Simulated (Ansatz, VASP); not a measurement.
CoSi4: VASP beside Ansatz

INCAR

```
  ALGO = Normal
  EDIFF = 1E-7
  ENCUT = 520
  GGA = PE
  ISIF = 2
  ISMEAR = 0
  ISPIN = 2
  LASPH = True
  LCHARG = False
  LMAXMIX = 4
  LORBIT = 11
  LREAL = False
  LWAVE = False
  MAGMOM = 3 0 0 0 0
  NBANDS = 24
  NELM = 150
  PREC = Accurate
  SIGMA = 0.1
```

File KPOINTS:

```
k-points
0
Gamma
  6 6 4
```

The input POSCAR:

```
CoSi4
1.0
    3.6843128500      0.0000000000      0.0000000000
   -1.8421564300      3.1907085300      0.0000000000
    0.0000000000      0.0000000000      6.4102521600
Co Si
1 4
Direct
    0.0000000000      0.0000000000      0.5000000000
    0.3333333300      0.6666666700      0.7320258700
    0.3333333300      0.6666666700      0.2679741300
    0.6666666700      0.3333333300      0.2679741300
    0.6666666700      0.3333333300      0.7320258700
```

Input for Ansatz:

```yaml
crystal:
  lattice:
    - [3.68431285, 0.0, 0.0]
    - [-1.84215643, 3.19070853, 0.0]
    - [0.0, 0.0, 6.41025216]
  atoms:
    - { symbol: Co, position: [0.0, 0.0, 0.5], spin: 3.0 }
    - { symbol: Si, position: [0.33333333, 0.66666667, 0.73202587] }
    - { symbol: Si, position: [0.33333333, 0.66666667, 0.26797413] }
    - { symbol: Si, position: [0.66666667, 0.33333333, 0.26797413] }
    - { symbol: Si, position: [0.66666667, 0.33333333, 0.73202587] }
basis:
  ecutwfc: 420
kpoints:
  mp_grid: { grid: [6, 6, 4] }
hamiltonian:
  xc: pbe
scf:
  occupations: { method: gaussian, width: 0.1 }
  lower_state_search: "off"
output:
  forces: true
  stress: true
  eigenvalues: true
  populations: true
magnetization:
  spin_polarized: true
```

Alike in both runs: task single point; functional PBE; k mesh 6 × 6 × 4; occupations gaussian, width 0.1 eV; collinear spin.

|  | VASP | Ansatz |
| --- | --- | --- |
| version | VASP 6.6.1 | Ansatz 0.2.0 |
| potentials or method | VASP PAW PBE potentials, release 64 (Co, Si), cutoff 520 eV | scalar-relativistic, plane waves, PAW |
| valence electrons in the cell | 25 | 33 |

VASP gave:

- gap on the k mesh at the Fermi level (eV): none
- pressure (GPa): 21.3
- traceless stress, the component that is largest in VASP (GPa): -23.51
- rms of the force components (eV/Å): 0.025
- net moment per atom (μB): 0.04
- size of the moment on the site where the two differ most (μB): 0.17

Problem. Which values does Ansatz return?

Solution. gap on the k mesh at the Fermi level (eV): none; pressure (GPa): 21.5; traceless stress, the component that is largest in VASP (GPa): -23.71; rms of the force components (eV/Å): 0.022; net moment per atom (μB): 0.04; size of the moment on the site where the two differ most (μB): 0.18.

Site moments also hang on the region over which each program counts them. Atom by atom the forces differ by 0.003 eV/Å (rms over components). A gap of «none» marks a metal or a gap that the smearing closes. VASP's potentials hold 25 valence electrons a cell and Ansatz's 33, so a difference there can come from the potentials and not from the codes. Ansatz's warnings: seeded moment not kept.
